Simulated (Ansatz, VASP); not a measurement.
# One calculation of WS2, two programs

```xyz
3
Lattice="1.5895 0.9177 6.2042 -1.5895 0.9177 6.2042 0.0000 -1.8353 6.2042" Properties=species:S:1:pos:R:3 pbc="T T T"
W     0.0000    0.0000    0.0000
S     0.0000    0.0000   10.8138
S     0.0000    0.0000   13.9649
```

Alike in both runs: task single point; functional LDA; k mesh 10 × 10 × 10; occupations fermi-dirac, width 0.05 eV; no spin polarisation.

|  | VASP | Ansatz |
| --- | --- | --- |
| version | VASP 6.6.1 | Ansatz 0.2.0 |
| potentials or method | VASP PAW LDA potentials, release 64 (W_sv, S) | Ansatz PAW |
| plane-wave cutoff (eV) | 520 | 420 |
| valence electrons in the cell | 26 | 26 |

```csv
,VASP,Ansatz,Ansatz less VASP
gap on the k mesh at the Fermi level (eV),1.01,1.00,-0.009
least direct gap on the mesh (eV),2.17,2.16,-0.008
pressure (GPa),-6.4,-6.7,-0.36
"traceless stress, the component that is largest in VASP (GPa)",0.14,0.12,-0.022
rms of the force components (eV/Å),0.350,0.366,+0.0154
```

LDA's correlation is that of Perdew and Zunger in VASP and of Perdew and Wang (1992) in Ansatz. Atom by atom the forces differ by 0.021 eV/Å (rms over components).

Neither program's run includes spin-orbit coupling.
